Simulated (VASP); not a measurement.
Write the native input for VASP 6.6.1 that does the following.

- Task: single point
- Functional: LDA
- Potentials or basis: VASP PAW LDA potentials, release 64 (Cd, Se)
- Cutoff: 520 eV
- k mesh: 12 × 12 × 4
- Occupations: gaussian, width 0.01 eV
- Spin: no spin polarisation
- Dipole correction: no
- Further INCAR settings: ALGO = Normal; EDIFF = 1e-06; NBANDS = 26

The structure of CdSe lies in POSCAR:

```
CdSe
1.0
    4.3407236659      0.0000000000      0.0000000000
   -2.1703618329      3.7591769655      0.0000000000
    0.0000000000      0.0000000000      7.0766459782
Cd Se
2 2
Direct
    0.3333333333      0.6666666667     -0.0004760038
    0.6666666667      0.3333333333      0.4995239962
    0.3333333333      0.6666666667      0.3754760038
    0.6666666667      0.3333333333      0.8754760038
```

One way to write it, as run:

INCAR

```
SYSTEM = CdSe
PREC = Accurate
ENCUT = 520
EDIFF = 1E-6
ISMEAR = 0
SIGMA = 0.01
LREAL = .False.
LASPH = .True.
NELM = 100
ALGO = Normal
ISIF = 2
LWAVE = .False.
LCHARG = .False.
GGA = CA
NBANDS = 26
```

KPOINTS

```
Automatic mesh
0
Gamma
  12 12 4
  0 0 0
```

Potentials or basis: VASP PAW LDA potentials, release 64 (Cd, Se).

Run with:

```bash
$ cat potpaw_LDA.64/Cd/POTCAR potpaw_LDA.64/Se/POTCAR > POTCAR
$ mpirun -np 1 vasp_std > vasp.out
```

Results of the run:

```json
{
  "Pressure": "-2.7 GPa",
  "Band gap on the k mesh": "0.36 eV"
}
```

Wall time 52 s on 1 thread of Intel(R) Xeon(R) 6975P-C (Granite Rapids), with other jobs on the host, peak memory 0.28 GiB.
